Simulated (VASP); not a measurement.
A run of VASP 6.6.1 is set up as follows.

File INCAR:

```
SYSTEM = C
PREC = Accurate
ENCUT = 520
EDIFF = 1E-6
ISMEAR = 0
SIGMA = 0.03
LREAL = .FALSE.
LASPH = .TRUE.
NELM = 60
ALGO = Normal
ISIF = 2
LWAVE = .FALSE.
LCHARG = .FALSE.
GGA = PE
IVDW = 12
NBANDS = 16
```

File KPOINTS:

```
regular mesh
0
G
  14 10 8
  0 0 0
```

Contents of POSCAR:

```
C
1.0
   -1.2327815062      2.1341012746      0.0000000000
   -1.2327815062      0.0000000000     -3.3978816559
   -3.6983445185     -2.1341012746      0.0000000000
C
4
Direct
    0.2436064160      0.0260161459      0.9101693014
    0.7564833838     -0.0260161459      0.4231340986
    0.2510215881     -0.0043556463      0.5844452226
    0.7488886121      0.0043556463      0.0822513774
```

Potentials or basis: VASP PAW PBE potentials, release 64 (C).

Run with:

```console
$ cat potpaw_PBE.64/C/POTCAR > POTCAR
$ mpirun -np 1 vasp_std > vasp.out
```

**Question.** Estimate the pressure.

**Answer.** -0.5 GPa.

**Question.** What does it give for the dispersion energy per atom?

**Answer.** -0.154 eV.

Stress tensor (GPa, compression positive):
```
-0.62 -0.78 -0.08
-0.78  0.07 -0.02
-0.08 -0.02 -0.85
```

Caveat: the cell differs from its parent crystal (atoms displaced along a vibrational mode).
